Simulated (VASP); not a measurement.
Crystal: Al.

```
Al
1.0
     0.00000    2.81947    2.81947
     2.81947    0.00000    2.81947
     2.81947    2.81947    0.00000
Al
2
Direct
  0.12500 0.12500 0.12500
  0.87500 0.87500 0.87500
```

```yaml
Program: VASP 6.6.1
Task: relaxation of cell and atoms
Functional: RPBE
Potentials_or_basis: VASP PAW PBE potentials, release 64 (Al)
Cutoff: 600 eV
k_mesh: 10 × 10 × 10
Occupations: fermi-dirac, width 0.1 eV
Spin: no spin polarisation
```

At the start: pressure 13.2 GPa; volume 22.41 Å³/atom.

Q: How do energy, volume and symmetry change on relaxing?

A: Over 5 steps the energy falls by 198.9 meV/atom and the volume is 28.29 Å³/atom (+26.2 %); space group Fd-3m (No. 227, to 0.05 Å).

Step by step:
| step | energy change (eV) | largest force (eV/Å) | pressure (GPa) | volume (Å³) |
| --- | --- | --- | --- | --- |
| 1 | 0.0000 | 0.0000 | 13.23 | 44.83 |
| 2 | -0.3944 | 0.0000 | -0.79 | 57.93 |
| 3 | -0.3979 | 0.0000 | 0.07 | 56.45 |
| 4 | -0.3978 | 0.0000 | -0.08 | 56.70 |
| 5 | -0.3979 | 0.0000 | -0.01 | 56.58 |

Final structure:
```
Al
1.0
     0.00000    3.04712    3.04712
     3.04712    0.00000    3.04712
     3.04712    3.04712    0.00000
Al
2
Direct
  0.12500 0.12500 0.12500
  0.87500 0.87500 0.87500
```

Caveat: the volume moved by over 15 % at a fixed basis, so the end points are rough; the PAW data sets were made with another functional, which shifts forces and pressure a little.
